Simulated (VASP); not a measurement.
# SiB6 (R3m) in VASP: notebook

The runs below take SiB6 through single point, relaxation of cell and atoms, with PBE.

Everything below comes from runs of VASP 6.6.1. Logs are shortened: lines on timing, memory, paths and dates and some standing lists are left out, and cuts for length are marked.

## 1. The cell of the first run

The structure is trigonal, space group R3m (No. 160). Conventional cell: a = 5.218 Å, b = 5.218 Å, c = 8.518 Å, α = 90.00°, β = 90.00°, γ = 120.00°. Within 1.8 Å of Si (site symmetry 3m) lie 2 B at 1.34 to 1.44 Å. Within 1.9 Å of B (site symmetry 3m) lie 1 Si at 1.44 Å and 3 B at 1.75 Å. Within 2.3 Å of B (site symmetry m) lie 4 B at 1.75 to 2.02 Å. B (site symmetry 3m) has 1 Si at 1.34 Å within 1.8 Å. Within 2.6 Å of B (site symmetry 3m) lie 7 B at 1.95 to 2.51 Å.

## 2. Single point, PBE

The input, INCAR:

```
SYSTEM = SiB6
PREC = Accurate ; ENCUT = 520
EDIFF = 1E-6 ; ISMEAR = 0
SIGMA = 0.1 ; LREAL = .False.
LASPH = .True. ; NELM = 60
ALGO = Normal ; ISIF = 2
LWAVE = .False. ; LCHARG = .False.
GGA = PE ; NBANDS = 20
```

The input, KPOINTS:

```
regular mesh
0
Gamma
  6 6 6
  0 0 0
```

The input, POSCAR:

```
SiB6
1.0
    2.6091944600      1.5064191300      2.8394248200
   -2.6091944600      1.5064191300      2.8394248200
    0.0000000000     -3.0128382500      2.8394248200
Si B
1 6
Direct
    0.6869802800      0.6869802800      0.6869802800
    0.8554708300      0.8554708300      0.8554708300
    0.1370379200      0.7498258000      0.1370379200
    0.1370379200      0.1370379200      0.7498258000
    0.7498258000      0.1370379200      0.1370379200
    0.5300924600      0.5300924600      0.5300924600
    0.2689177200      0.2689177200      0.2689177200
```

Potentials or basis: VASP PAW PBE potentials, release 64 (Si, B).

The run is started by

```console
> cat potpaw_PBE.64/Si/POTCAR potpaw_PBE.64/B/POTCAR > POTCAR
> mpirun -np 1 vasp_std > vasp.out
```

OUTCAR:

```text
SYSTEM = SiB6
   PREC = Accurate
   ENCUT = 520
   EDIFF = 1E-6
   ISMEAR = 0
   LREAL = .False.
   LASPH = .True.
   NELM = 60
   ISIF = 2
   GGA = PE

 ion  position               nearest neighbor table
   1  0.687  0.687  0.687-   6 1.34   2 1.44   4 2.63   4 2.63   3 2.63   5 2.63   3 2.63   5 2.63

   2  0.855  0.855  0.855-   1 1.44   3 1.75   5 1.75   4 1.75
   3  0.137  0.750  0.137-   2 1.75   7 1.95   5 2.02   4 2.02   1 2.63   1 2.63
   4  0.137  0.137  0.750-   2 1.75   7 1.95   5 2.02   3 2.02   1 2.63   1 2.63
   5  0.750  0.137  0.137-   2 1.75   7 1.95   3 2.02   4 2.02   1 2.63   1 2.63
   6  0.530  0.530  0.530-   1 1.34
   7  0.269  0.269  0.269-   3 1.95   5 1.95   4 1.95

  LATTYP: Found a trigonal (rhomboedric) cell.
 ALAT       =     4.1399912595
 COS(alpha) =     0.2055912047

  Lattice vectors:

 A1 = (   2.6091944600,   1.5064191300,   2.8394248200)
 A2 = (  -2.6091944600,   1.5064191300,   2.8394248200)
 A3 = (   0.0000000000,  -3.0128382500,   2.8394248200)

Analysis of symmetry for initial positions (statically):
=====================================================================
 Subroutine PRICEL returns:
 Original cell was already a primitive cell.

 Routine SETGRP: Setting up the symmetry group for a
 trigonal (rhombohedral) supercell.

 Subroutine GETGRP returns: Found  6 space group operations
 (whereof  6 operations were pure point group operations)
 out of a pool of 12 trial point group operations.

The static configuration has the point symmetry C_3v.

Analysis of symmetry for dynamics (positions and initial velocities):
=====================================================================
 Subroutine PRICEL returns:
 Original cell was already a primitive cell.

 Routine SETGRP: Setting up the symmetry group for a
 trigonal (rhombohedral) supercell.

 Subroutine GETGRP returns: Found  6 space group operations
 (whereof  6 operations were pure point group operations)
 out of a pool of 12 trial point group operations.

The dynamic configuration has the point symmetry C_3v.

 Subroutine INISYM returns: Found  6 space group operations
 (whereof  6 operations are pure point group operations),
 and found     1 'primitive' translations

----------------------------------------------------------------------------------------

                                     Primitive cell

  volume of cell :      66.9628

  direct lattice vectors                    reciprocal lattice vectors
     2.609194460  1.506419130  2.839424820     0.191630025  0.110637646  0.117394668
    -2.609194460  1.506419130  2.839424820    -0.191630025  0.110637646  0.117394668
     0.000000000 -3.012838250  2.839424820     0.000000000 -0.221275293  0.117394668

  length of vectors
     4.139991260  4.139991260  4.139991260     0.250488050  0.250488050  0.250488050

  position of ions in fractional coordinates (direct lattice)
     0.686980280  0.686980280  0.686980280
     0.855470830  0.855470830  0.855470830
     0.137037920  0.749825800  0.137037920
     0.137037920  0.137037920  0.749825800
     0.749825800  0.137037920  0.137037920
     0.530092460  0.530092460  0.530092460
     0.268917720  0.268917720  0.268917720

  ion indices of the primitive-cell ions
   primitive index   ion index
                 1           1
                 2           2
                 3           3
                 4           4
                 5           5
                 6           6
                 7           7

----------------------------------------------------------------------------------------

 KPOINTS: regular mesh

Automatic generation of k-mesh.
 Grid dimensions read from file:
 generate k-points for:    6    6    6

 Generating k-lattice:

  Cartesian coordinates                     Fractional coordinates (reciprocal lattice)
     0.031938338  0.018439608  0.019565778     0.166666667  0.000000000 -0.000000000
    -0.031938338  0.018439608  0.019565778     0.000000000  0.166666667 -0.000000000
     0.000000000 -0.036879215  0.019565778    -0.000000000 -0.000000000  0.166666667

  Length of vectors
     0.041748008  0.041748008  0.041748008

  Shift w.r.t. Gamma in fractional coordinates (k-lattice)
     0.000000000  0.000000000  0.000000000

 Subroutine IBZKPT returns following result:
 ===========================================

 Found     32 irreducible k-points:

 Following reciprocal coordinates:
            Coordinates               Weight
  0.000000  0.000000  0.000000      1.000000
  0.166667 -0.000000  0.000000      6.000000
  0.333333  0.000000  0.000000      6.000000
  0.500000  0.000000  0.000000      3.000000
  0.166667  0.166667  0.000000      6.000000
  0.333333  0.166667  0.000000     12.000000
[... 16 lines left out ...]
  0.500000  0.500000  0.166667      6.000000
 -0.333333  0.500000  0.166667     12.000000
 [... further k-points ...]
   k-points           NKPTS =     32   k-points in BZ     NKDIM =     32   number of bands    NBANDS=     20
   number of dos      NEDOS =    301   number of ions     NIONS =      7
   total plane-waves  NPLWV =  32768
   dimension x,y,z NGX =    32 NGY =   32 NGZ =   32
   dimension x,y,z NGXF=    64 NGYF=   64 NGZF=   64
   ions per type =               1   6
   NGX,Y,Z   is equivalent  to a cutoff of  12.85, 12.85, 12.85 a.u.
   NGXF,Y,Z  is equivalent  to a cutoff of  25.70, 25.70, 25.70 a.u.
 SYSTEM =  SiB6
   PREC   = accura    normal or accurate (medium, high low for compatibility)
   ISTART =      0    job   : 0-new  1-cont  2-samecut
   ICHARG =      2    charge: 1-file 2-atom 10-const
   ISPIN  =      1    spin polarized calculation?
   LNONCOLLINEAR =      F non collinear calculations
   LSORBIT =      F    spin-orbit coupling
   LASPH  =      T    aspherical Exc in radial PAW
   ENCUT  =  520.0 eV  38.22 Ry    6.18 a.u.   7.70  7.70  7.70*2*pi/ulx,y,z
   NELM   =     60;   NELMIN=  2; NELMDL= -5     # of ELM steps
   EDIFF  = 0.1E-05   stopping-criterion for ELM
   LREAL  =      F    real-space projection
   EDIFFG = 0.1E-04   stopping-criterion for IOM
   NSW    =      0    number of steps for IOM
   IBRION =     -1    ionic relax: 0-MD 1-quasi-New 2-CG
   NFREE  =      0    steps in history (QN), initial steepest desc. (CG)
   ISIF   =      2    stress and relaxation
   ISYM   =      2    0-nonsym 1-usesym 2-fastsym
   POTIM  = 0.5000    time-step for ionic-motion
   TEBEG  =    0.0;   TEEND  =   0.0 temperature during run
   PSTRESS=    0.0 pullay stress
   NELECT =      22.0000    total number of electrons
   NUPDOWN=      -1.0000    fix difference up-down
   EMIN   =  10.00;   EMAX   =-10.00  energy-range for DOS
   EFERMI =   0.00;   METHOD = LEGACY
   ISMEAR =     0;   SIGMA  =   0.10  broadening in eV -4-tet -1-fermi 0-gaus
   EFERMI_NEDOS =   21; number of points for ismear=-14 and -15
   IALGO  =     38    algorithm
   IMIX   =      4    mixing-type and parameters
     AMIX     =   0.40;   BMIX     =  1.00
     AMIX_MAG =   1.60;   BMIX_MAG =  1.00
  volume/ion in A,a.u.               =       9.57        64.56
  Fermi-wavevector in a.u.,A,eV,Ry     =   1.129634  2.134699 17.362027  1.276073
  Thomas-Fermi vector in A             =   2.266328
   LORBIT       =      0    0 simple, 1 ext, 2 COOP (PROOUT), +10 PAW based schemes
   GGA     = PE    functional components
   LHFCALC =     F    Hartree Fock is set to
   AEXX    =    0.0000 exact exchange contribution
   IVDW    =     0    specifies the selected vdW correction
   LEPSILON=     F    determine dielectric tensor
   LRPA    =     F    only Hartree local field effects (RPA)
 non-spin polarized calculation
 Gauss-broadening in eV      SIGMA  =   0.10
  energy-cutoff  :      520.00
  volume of cell :       66.96
 maximum number of plane-waves:      1818
   NGX = 15   NGY = 15   NGZ = 15

 number of electron      22.0000000 magnetization

 Free energy of the ion-electron system (eV)
  ---------------------------------------------------
  ext. energy  EPLUGINS =         0.00000000
  ---------------------------------------------------
  free energy    TOTEN  =       -24.20870551 eV

  energy without entropy =      -24.18269959  energy(sigma->0) =      -24.19570255

 E-fermi :   5.4421     XC(G=0): -10.9895

 val. band max:        5.4193353353   @ k =   0.5000   0.1667   0.0000
 cond. band min:       5.4594413349   @ k =  -0.3333  -0.3333   0.1667
 fundamental gap:      0.0401059996
 Fermi energy:         5.4421335422

 k-point     1 :       0.0000    0.0000    0.0000
  band No.  band energies     occupation
      1      -8.4584      2.00000
      2      -3.5891      2.00000
      3      -1.9635      2.00000
      4       0.1600      2.00000
      5       0.1600      2.00000
      6       0.5719      2.00000
[... 12 lines left out ...]
     19      11.8687      0.00000
     20      14.1125      0.00000

 k-point     2 :       0.1667   -0.0000    0.0000
  band No.  band energies     occupation
      1      -8.2644      2.00000
      2      -4.0114      2.00000
      3      -2.2929      2.00000
      4      -0.2389      2.00000
      5       0.0660      2.00000
      6       0.3555      2.00000
[... 12 lines left out ...]
     19      12.4686      0.00000
     20      13.5113      0.00000

 k-point     3 :       0.3333    0.0000    0.0000
  band No.  band energies     occupation
      1      -7.7144      2.00000
      2      -5.1565      2.00000
      3      -2.5112      2.00000
      4      -0.1553      2.00000
      5       0.0953      2.00000
      6       0.4136      2.00000
[... 12 lines left out ...]
     19      11.9731      0.00000
     20      13.1921      0.00000

 k-point     4 :       0.5000    0.0000    0.0000
  band No.  band energies     occupation
      1      -7.1734      2.00000
      2      -5.9822      2.00000
      3      -2.5181      2.00000
      4      -0.3677      2.00000
      5       0.1734      2.00000
      6       1.2396      2.00000
[... 429 lines left out ...]
 k-point    23 :       0.5000    0.5000    0.1667
  band No.  band energies     occupation
      1      -6.2330      2.00000
      2      -5.2750      2.00000
      3      -3.5817      2.00000
      4      -2.4826      2.00000
      5      -1.7044      2.00000
      6       0.5210      2.00000
[... 12 lines left out ...]
     19      11.6747      0.00000
     20      12.5790      0.00000

 k-point    24 :      -0.3333    0.5000    0.1667
  band No.  band energies     occupation
      1      -6.3189      2.00000
      2      -5.3770      2.00000
      3      -3.9462      2.00000
      4      -1.9765      2.00000
      5      -1.5488      2.00000
      6       0.4271      2.00000
[... 12 lines left out ...]
     19      11.8491      0.00000
     20      12.0146      0.00000

 [... further k-points ...]

------------------------ aborting loop because EDIFF is reached ----------------------------------------

  FORCE on cell =-STRESS in cart. coord.  units (eV):
  Direction    XX          YY          ZZ          XY          YZ          ZX
  --------------------------------------------------------------------------------------
  -------------------------------------------------------------------------------------
  Total       -6.9947429     -6.9947430     70.5651099      0.0000000      0.0000001      0.0000000
  in kB     -167.3587591   -167.3587598   1688.3664404      0.0000000      0.0000020      0.0000000
  external PRESSURE =     451.2163072 kB  Pullay stress =       0.0000000 kB

 VOLUME and BASIS-vectors are now :
 -----------------------------------------------------------------------------
  energy-cutoff  :      520.00
  volume of cell :       66.96
      direct lattice vectors                 reciprocal lattice vectors
     2.609194460  1.506419130  2.839424820     0.191630025  0.110637646  0.117394668
    -2.609194460  1.506419130  2.839424820    -0.191630025  0.110637646  0.117394668
     0.000000000 -3.012838250  2.839424820     0.000000000 -0.221275293  0.117394668

 POSITION                                       TOTAL-FORCE (eV/Angst)
 -----------------------------------------------------------------------------------
      0.00000      0.00000      5.85189        -0.000000      0.000000     12.385566
      0.00000      0.00000      7.28714        -0.000000      0.000000     25.045254
     -1.59888      0.92312      2.90729        -0.010075      0.005817     -0.311586
      0.00000     -1.84623      2.90729        -0.000000     -0.011634     -0.311586
      1.59888      0.92312      2.90729         0.010075      0.005817     -0.311586
      0.00000      0.00000      4.51547        -0.000000     -0.000000    -38.705493
      0.00000      0.00000      2.29071        -0.000000      0.000000      2.209432
 -----------------------------------------------------------------------------------
    total drift:                                0.000000      0.000000     -0.000309

  FREE ENERGIE OF THE ION-ELECTRON SYSTEM (eV)
  ---------------------------------------------------
  free  energy   TOTEN  =       -24.2087055053 eV

  energy  without entropy=      -24.1826995919  energy(sigma->0) =      -24.19570255
```

It took 18 s on 1 thread of Intel Xeon Platinum 8559C (Emerald Rapids), shared host; peak memory 0.18 GiB.

What came out:

```
Free energy            : -24.2087 eV
Pressure               : 45.1 GPa
Largest force          : 38.705 eV/Å
Band gap on the k mesh : zero (band 11 reaches 7.42 eV, above the bottom of band 12 at 4.73 eV)
```

Forces in eV/Å, atoms in the order of the input:
```
Si    0.000   0.000  12.386
B     0.000   0.000  25.045
B    -0.010   0.006  -0.312
B     0.000  -0.012  -0.312
B     0.010   0.006  -0.312
B     0.000   0.000 -38.705
B     0.000   0.000   2.209
```

Stress tensor (GPa, compression positive):
```
-16.74   0.00   0.00
  0.00 -16.74   0.00
  0.00   0.00 168.84
```

Caveat: forces of over 1 eV/Å act on the atoms, so gaps and moduli don't describe the material at rest.

(Continued in part 2 of 3.)
